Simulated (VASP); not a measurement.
# BaErO4 (F-43m) in VASP: further runs

BaErO4 is run at these levels: PBE; tasks: single point, relaxation of cell and atoms.

All numbers are computed with VASP 6.6.1; they aren't measurements. Logs are shortened: lines on timing, memory, paths and dates and some standing lists are left out, and cuts for length are marked.

### 1 The cell of the first run

Symmetry: F-43m, No. 216, cubic system. Conventional cell: a = 6.731 Å, b = 6.731 Å, c = 6.731 Å, α = 90.00°, β = 90.00°, γ = 90.00°. Ba (site symmetry -43m) has 12 O at 2.79 Å and 4 Er at 2.91 Å within 3.7 Å. Within 3.7 Å of Er (site symmetry -43m) lie 12 O at 2.79 Å and 4 Ba at 2.91 Å. Within 3.1 Å of O (site symmetry 3m) lie 6 O at 2.35 to 2.41 Å and 3 Er at 2.79 Å and 3 Ba at 2.79 Å.

The cell was built from a structure type or drawn by symmetry, and may not be a known phase.

### 2 Single point, PBE

INCAR

```
ALGO     = Normal         # electronic algorithm
EDIFF    = 1E-6           # SCF threshold, eV
ENCUT    = 600            # plane-wave cutoff, eV
GGA      = PE             # functional
GGA_COMPAT= F            
ISIF     = 2              # what is computed and relaxed
ISMEAR   = 0              # smearing method
LASPH    = T              # aspherical terms in the spheres
LCHARG   = F              # write CHGCAR
LMAXMIX  = 6              # l up to which the mixer works
LREAL    = F              # projectors in reciprocal space
LWAVE    = F              # write WAVECAR
NBANDS   = 30             # bands
NELM     = 200            # most SCF steps
PREC     = Accurate       # precision mode
SIGMA    = 0.1            # smearing width, eV
```

KPOINTS

```
k-points
0
Gamma
  4 4 4
```

POSCAR

```
BaErO4
1.0
    0.0000000000      3.3654962179      3.3654962179
    3.3654962179      0.0000000000      3.3654962179
    3.3654962179      3.3654962179      0.0000000000
Ba Er O
1 1 4
Direct
    0.2500000000      0.2500000000      0.2500000000
    0.0000000000      0.0000000000      0.0000000000
    0.6267629426      0.6267629426      0.1197111722
    0.6267629426      0.1197111722      0.6267629426
    0.6267629426      0.6267629426      0.6267629426
    0.1197111722      0.6267629426      0.6267629426
```

Potentials or basis: VASP PAW PBE potentials, release 64 (Ba_sv, Er_3, O), 4f in core.

Launch:

```bash
$ cat potpaw_PBE.64/Ba_sv/POTCAR potpaw_PBE.64/Er_3/POTCAR potpaw_PBE.64/O/POTCAR > POTCAR
$ mpirun -np 1 vasp_std > vasp.out
```

OUTCAR:

```text
EDIFF = 1E-6
   ENCUT = 600
   GGA = PE
   ISIF = 2
   ISMEAR = 0
   LASPH = T
   LREAL = F
   NELM = 200
   PREC = Accurate

 ion  position               nearest neighbor table
   1  0.250  0.250  0.250-   4 2.79   6 2.79   3 2.79   6 2.79   3 2.79   4 2.79   5 2.79   5 2.79
                             5 2.79   3 2.79   4 2.79   6 2.79   2 2.91   2 2.91   2 2.91   2 2.91
   2  0.000  0.000  0.000-   3 2.79   4 2.79   6 2.79   5 2.79   5 2.79   5 2.79   4 2.79   3 2.79
                             6 2.79   3 2.79   4 2.79   6 2.79   1 2.91   1 2.91   1 2.91   1 2.91
   3  0.627  0.627  0.120-   2 2.79   2 2.79   2 2.79   1 2.79   1 2.79   1 2.79
   4  0.627  0.120  0.627-   2 2.79   2 2.79   2 2.79   1 2.79   1 2.79   1 2.79
   5  0.627  0.627  0.627-   2 2.79   2 2.79   2 2.79   1 2.79   1 2.79   1 2.79
   6  0.120  0.627  0.627-   2 2.79   2 2.79   2 2.79   1 2.79   1 2.79   1 2.79

  LATTYP: Found a face centered cubic cell.
 ALAT       =     6.7309924358

  Lattice vectors:

 A1 = (   0.0000000000,   3.3654962179,   3.3654962179)
 A2 = (   3.3654962179,   0.0000000000,   3.3654962179)
 A3 = (   3.3654962179,   3.3654962179,   0.0000000000)

Analysis of symmetry for initial positions (statically):
=====================================================================
 Subroutine PRICEL returns:
 Original cell was already a primitive cell.

 Routine SETGRP: Setting up the symmetry group for a
 face centered cubic supercell.

 Subroutine GETGRP returns: Found 24 space group operations
 (whereof 24 operations were pure point group operations)
 out of a pool of 48 trial point group operations.

The static configuration has the point symmetry T_d .

Analysis of symmetry for dynamics (positions and initial velocities):
=====================================================================
 Subroutine PRICEL returns:
 Original cell was already a primitive cell.

 Routine SETGRP: Setting up the symmetry group for a
 face centered cubic supercell.

 Subroutine GETGRP returns: Found 24 space group operations
 (whereof 24 operations were pure point group operations)
 out of a pool of 48 trial point group operations.

The dynamic configuration has the point symmetry T_d .

 Subroutine INISYM returns: Found 24 space group operations
 (whereof 24 operations are pure point group operations),
 and found     1 'primitive' translations

----------------------------------------------------------------------------------------
[... 87 lines left out ...]
   NSW    =      0    number of steps for IOM
   IBRION =     -1    ionic relax: 0-MD 1-quasi-New 2-CG
   NFREE  =      0    steps in history (QN), initial steepest desc. (CG)
   ISIF   =      2    stress and relaxation
   ISYM   =      2    0-nonsym 1-usesym 2-fastsym
   POTIM  = 0.5000    time-step for ionic-motion
   TEBEG  =    0.0;   TEEND  =   0.0 temperature during run
   PSTRESS=    0.0 pullay stress
   NELECT =      43.0000    total number of electrons
   NUPDOWN=      -1.0000    fix difference up-down
   EMIN   =  10.00;   EMAX   =-10.00  energy-range for DOS
   EFERMI =   0.00;   METHOD = LEGACY
   ISMEAR =     0;   SIGMA  =   0.10  broadening in eV -4-tet -1-fermi 0-gaus
   EFERMI_NEDOS =   21; number of points for ismear=-14 and -15
   IALGO  =     38    algorithm
   IMIX   =      4    mixing-type and parameters
     AMIX     =   0.40;   BMIX     =  1.00
     AMIX_MAG =   1.60;   BMIX_MAG =  1.00
  volume/ion in A,a.u.               =      12.71        85.75
  Fermi-wavevector in a.u.,A,eV,Ry     =   1.352608  2.556058 24.892509  1.829548
  Thomas-Fermi vector in A             =   2.479932
   LORBIT       =      0    0 simple, 1 ext, 2 COOP (PROOUT), +10 PAW based schemes
   GGA     = PE    functional components
   LHFCALC =     F    Hartree Fock is set to
   AEXX    =    0.0000 exact exchange contribution
   IVDW    =     0    specifies the selected vdW correction
   LEPSILON=     F    determine dielectric tensor
   LRPA    =     F    only Hartree local field effects (RPA)
 non-spin polarized calculation
 Gauss-broadening in eV      SIGMA  =   0.10
  energy-cutoff  :      600.00
  volume of cell :       76.24
 maximum number of plane-waves:      2637
 NGX is ok and might be reduce to    40
   NGX = 19   NGY = 19   NGZ = 19

 number of electron      42.9999996 magnetization

 Free energy of the ion-electron system (eV)
  ---------------------------------------------------
  ext. energy  EPLUGINS =         0.00000000
  ---------------------------------------------------
  free energy    TOTEN  =       -29.36727690 eV

  energy without entropy =      -29.33595320  energy(sigma->0) =      -29.35161505

 E-fermi :   4.6793     XC(G=0): -11.5369

 val. band max:        4.6452128306   @ k =   0.5000   0.2500   0.0000
 cond. band min:       4.6946759316   @ k =  -0.2500   0.2500   0.0000
 fundamental gap:      0.0494631010
 Fermi energy:         4.6792507672

 k-point     1 :       0.0000    0.0000    0.0000
  band No.  band energies     occupation
      1     -23.1386      2.00000
      2     -21.8151      2.00000
      3     -21.8151      2.00000
      4     -21.8151      2.00000
      5     -14.1302      2.00000
      6     -11.8452      2.00000
[... 253 lines left out ...]
     29       8.1564      0.00000
     30       9.7203      0.00000

------------------------ aborting loop because EDIFF is reached ----------------------------------------

  FORCE on cell =-STRESS in cart. coord.  units (eV):
  Direction    XX          YY          ZZ          XY          YZ          ZX
  --------------------------------------------------------------------------------------
  -------------------------------------------------------------------------------------
  Total        0.6797308      0.6797308      0.6797308      0.0000000      0.0000000      0.0000000
  in kB       14.2846694     14.2846694     14.2846694      0.0000000      0.0000000      0.0000000
  external PRESSURE =      14.2846694 kB  Pullay stress =       0.0000000 kB

 VOLUME and BASIS-vectors are now :
 -----------------------------------------------------------------------------
  energy-cutoff  :      600.00
  volume of cell :       76.24
      direct lattice vectors                 reciprocal lattice vectors
     0.000000000  3.365496218  3.365496218    -0.148566502  0.148566502  0.148566502
     3.365496218  0.000000000  3.365496218     0.148566502 -0.148566502  0.148566502
     3.365496218  3.365496218  0.000000000     0.148566502  0.148566502 -0.148566502

 POSITION                                       TOTAL-FORCE (eV/Angst)
 -----------------------------------------------------------------------------------
      1.68275      1.68275      1.68275        -0.000000     -0.000000     -0.000000
      0.00000      0.00000      0.00000        -0.000000     -0.000000     -0.000000
      2.51226      2.51226      4.21874         0.003442      0.003442     -0.003442
      2.51226      4.21874      2.51226         0.003442     -0.003442      0.003442
      4.21874      4.21874      4.21874        -0.003442     -0.003442     -0.003442
      4.21874      2.51226      2.51226        -0.003442      0.003442      0.003442
 -----------------------------------------------------------------------------------
    total drift:                                0.000001      0.000001      0.000000

  FREE ENERGIE OF THE ION-ELECTRON SYSTEM (eV)
  ---------------------------------------------------
  free  energy   TOTEN  =       -29.3672769039 eV

  energy  without entropy=      -29.3359532002  energy(sigma->0) =      -29.35161505
```

stdout:

```text
POSCAR found type information on POSCAR BaErO
 POSCAR found :  3 types and       6 ions
 scaLAPACK will be used
 LDA part: xc-table for (Slater+PW92), standard interpolation
 POSCAR, INCAR and KPOINTS ok, starting setup
 FFT: planning ... GRIDC
 FFT: planning ... GRID_SOFT
 FFT: planning ... GRID
 WAVECAR not read
 entering main loop
```

Run time: 14 s. Hardware: 1 thread of Intel Xeon 6975P-C (Granite Rapids), shared host; peak memory 0.24 GiB.

Results:

* Free energy: -29.3673 eV
* Pressure: 1.4 GPa
* Largest force: 0.006 eV/Å
* Band gap on the k mesh: zero (an odd number of electrons rules out a gap without spin polarisation)

Forces in eV/Å, atoms in the order of the input:
```
Ba   0.000  0.000  0.000
Er   0.000  0.000  0.000
O    0.003  0.003 -0.003
O    0.003 -0.003  0.003
O   -0.003 -0.003 -0.003
O   -0.003  0.003  0.003
```

Caveat: the k points lie up to 0.40 Å⁻¹ apart, too coarse for converged energies and pressures of a metal; spin-orbit coupling is left out, which moves the levels of the heavy elements; the 4f electrons are frozen in the core, so they carry no moment and show no levels; an odd number of electrons without spin polarisation forces a metal; a magnetic or distorted state may lie lower; the run has no spin polarisation, though such a crystal can be magnetic. Spin polarisation is off, so any magnetic state and its effect on volume and gap are missing.

### 3 Single point, PBE

This run uses another cell than the first one, of 14.78 Å³/atom.

INCAR

```
SYSTEM = BaErO4
PREC = Accurate
ENCUT = 600
EDIFF = 1E-6
ISMEAR = 0
SIGMA = 0.1
LREAL = .False.
LASPH = .True.
NELM = 200
ALGO = Normal
ISIF = 2
LWAVE = .False.
LCHARG = .True.
GGA = PE
LELF = .True.
LVHAR = .True.
NBANDS = 30
GGA_COMPAT = .False.
LMAXMIX = 6
```

KPOINTS

```
regular mesh
0
Gamma
  4 4 4
  0 0 0
```

POSCAR

```
BaErO4
1.0
    0.0000000000      3.5395458600      3.5395458600
    3.5395458600      0.0000000000      3.5395458600
    3.5395458600      3.5395458600      0.0000000000
Ba Er O
1 1 4
Direct
    0.2500000000      0.2500000000      0.2500000000
    0.0000000000      0.0000000000      0.0000000000
    0.6252265100      0.6252265100      0.1243204700
    0.6252265100      0.1243204700      0.6252265100
    0.6252265100      0.6252265100      0.6252265100
    0.1243204700      0.6252265100      0.6252265100
```

Potentials or basis: VASP PAW PBE potentials, release 64 (Ba_sv, Er_3, O), 4f in core.

Launch:

```bash
$ cat potpaw_PBE.64/Ba_sv/POTCAR potpaw_PBE.64/Er_3/POTCAR potpaw_PBE.64/O/POTCAR > POTCAR
$ mpirun -np 1 vasp_std > vasp.out
```

It took 16 s on 1 thread of Intel Xeon 6975P-C (Granite Rapids), shared host; peak memory 0.24 GiB.

Results (log left out):

```yaml
Free_energy: -28.9187 eV
Pressure: -11.3 GPa
Largest_force: 0.237 eV/Å
Band_gap_on_the_k_mesh: zero (an odd number of electrons rules out a gap without spin polarisation)
```

Forces in eV/Å, atoms in the order of the input:
```
Ba   0.000  0.000  0.000
Er   0.000  0.000  0.000
O   -0.137 -0.137  0.137
O   -0.137  0.137 -0.137
O    0.137  0.137  0.137
O    0.137 -0.137 -0.137
```

Levels at points of the mesh, in eV from the Fermi level:
```csv
k point,band 18,band 19,band 20,band 21,band 22,band 23,band 24,band 25
"(0.00, 0.00, 0.00)",-0.48,-0.48,-0.48,0.43,0.43,0.43,1.58,1.96
"(0.50, 0.00, 0.00)",-2.04,-2.04,-1.58,-0.46,0.25,0.25,1.06,2.33
"(0.50, 0.50, 0.00)",-2.16,-2.10,-1.83,-1.83,0.18,0.18,1.51,1.51
```

Caveat: the k points lie up to 0.38 Å⁻¹ apart, too coarse for converged energies and pressures of a metal; spin-orbit coupling is left out, which moves the levels of the heavy elements; the 4f electrons are frozen in the core, so they carry no moment and show no levels; an odd number of electrons without spin polarisation forces a metal; a magnetic or distorted state may lie lower; the run has no spin polarisation, though such a crystal can be magnetic. Spin polarisation is off, so any magnetic state and its effect on volume and gap are missing.

### 4 Relaxation of cell and atoms, PBE

This run uses another cell than the first one, of 14.78 Å³/atom.

INCAR

```
SYSTEM = BaErO4
  PREC = Accurate
  ENCUT = 600
  EDIFF = 1E-7
  ISMEAR = 0
  SIGMA = 0.1
  LREAL = .False.
  LASPH = .True.
  NELM = 200
  ALGO = Normal
  ISIF = 3
  LWAVE = .False.
  LCHARG = .False.
  GGA = PE
  IBRION = 2
  NSW = 90
  EDIFFG = -0.04
  GGA_COMPAT = .False.
  NELMIN = 4
  LMAXMIX = 6
```

KPOINTS is that of step 3.

POSCAR is that of step 3.

Launch:

```bash
$ cat potpaw_PBE.64/Ba_sv/POTCAR potpaw_PBE.64/Er_3/POTCAR potpaw_PBE.64/O/POTCAR > POTCAR
$ mpirun -np 1 vasp_std > vasp.out
```

It took 59 s on 1 thread of Intel Xeon 6975P-C (Granite Rapids), shared host; peak memory 0.25 GiB.

The run converged. Its results:

```yaml
Free_energy: -29.3958 eV
Relaxed_volume: 12.88 Å³/atom
Relaxed_cell: a = 4.781 Å, b = 4.781 Å, c = 4.781 Å, α = 60.00°, β = 60.00°, γ = 60.00°
Space_group_after_relaxing_to_0.1_Å: F-43m (No. 216)
Energy_gained_by_relaxing: 79.5 meV/atom
Ionic_steps: 5
Pressure_after_relaxing: -0.3 GPa
Largest_force_after_relaxing: 0.026 eV/Å
Band_gap_on_the_k_mesh: zero (an odd number of electrons rules out a gap without spin polarisation)
```

Forces on the atoms (eV/Å):
```
Ba   0.000  0.000  0.000
Er   0.000  0.000  0.000
O   -0.015 -0.015  0.015
O   -0.015  0.015 -0.015
O    0.015  0.015  0.015
O    0.015 -0.015 -0.015
```

The path:
| step | energy change (eV) | largest force (eV/Å) | pressure (GPa) | volume (Å³) |
| --- | --- | --- | --- | --- |
| 1 | 0.0000 | 0.2374 | -11.29 | 88.69 |
| 2 | -0.4695 | 0.1241 | 1.76 | 75.98 |
| 3 | -0.4751 | 0.1397 | 0.11 | 77.05 |
| 4 | -0.4749 | 0.1427 | -0.21 | 77.27 |
| 5 | -0.4771 | 0.0257 | -0.26 | 77.29 |

Final structure:
```
Ba Er O
1.0
     0.00000    3.38095    3.38095
     3.38095    0.00000    3.38095
     3.38095    3.38095    0.00000
Ba Er O
1 1 4
Cartesian
  1.6905 1.6905 1.6905
  6.7619 6.7619 6.7619
  2.5248 2.5248 4.2371
  2.5248 4.2371 2.5248
  4.2371 4.2371 4.2371
  4.2371 2.5248 2.5248
```

Levels at points of the mesh, in eV from the Fermi level:
| k point | band 17 | band 18 | band 19 | band 20 | band 21 | band 22 | band 23 | band 24 | band 25 |
| --- | --- | --- | --- | --- | --- | --- | --- | --- | --- |
| (0.00, 0.00, 0.00) | -4.37 | -0.57 | -0.57 | -0.57 | 0.54 | 0.54 | 0.54 | 2.38 | 2.67 |
| (0.50, 0.00, 0.00) | -3.10 | -2.39 | -2.39 | -1.87 | -0.53 | 0.31 | 0.31 | 1.21 | 2.76 |
| (0.50, 0.50, 0.00) | -2.89 | -2.57 | -2.30 | -2.18 | -2.18 | 0.22 | 0.22 | 1.77 | 1.77 |

Caveat: the k points lie up to 0.40 Å⁻¹ apart in the final cell, too coarse for converged energies and pressures of a metal; spin-orbit coupling is left out, which moves the levels of the heavy elements; the 4f electrons are frozen in the core, so they carry no moment and show no levels; an odd number of electrons without spin polarisation forces a metal; a magnetic or distorted state may lie lower; the run has no spin polarisation, though such a crystal can be magnetic. Spin polarisation is off, so any magnetic state and its effect on volume and gap are missing.

### 5 Summary

| task | cell | gap on the mesh (eV) | pressure (GPa) | largest force (eV/Å) |
| --- | --- | --- | --- | --- |
| single point | a = 4.760 Å, angles 60.0°, 6 atoms, atomic positions A | none | 1.4 | 0.01 |
| single point | a = 5.006 Å, angles 60.0°, 6 atoms, atomic positions B | none | -11.3 | 0.24 |
| relaxation of cell and atoms | relaxed from a = 5.006 Å, angles 60.0°, 6 atoms, atomic positions B | none | -0.3 | 0.03 |

Alike in all rows: level PBE; potentials or basis VASP PAW PBE potentials, release 64 (Ba_sv, Er_3, O), 4f in core; no spin polarisation; k mesh 4 × 4 × 4; cutoff (eV) 600; smearing gaussian 0.1 eV.

Caveats: all runs use coarse meshes; spin-orbit coupling is left out, which moves the levels of the heavy elements; the 4f electrons are frozen in the core, so they carry no moment and show no levels; an odd number of electrons without spin polarisation forces a metal; a magnetic or distorted state may lie lower; the run has no spin polarisation, though such a crystal can be magnetic.

Absolute energies hang on the potentials; compare differences alone.
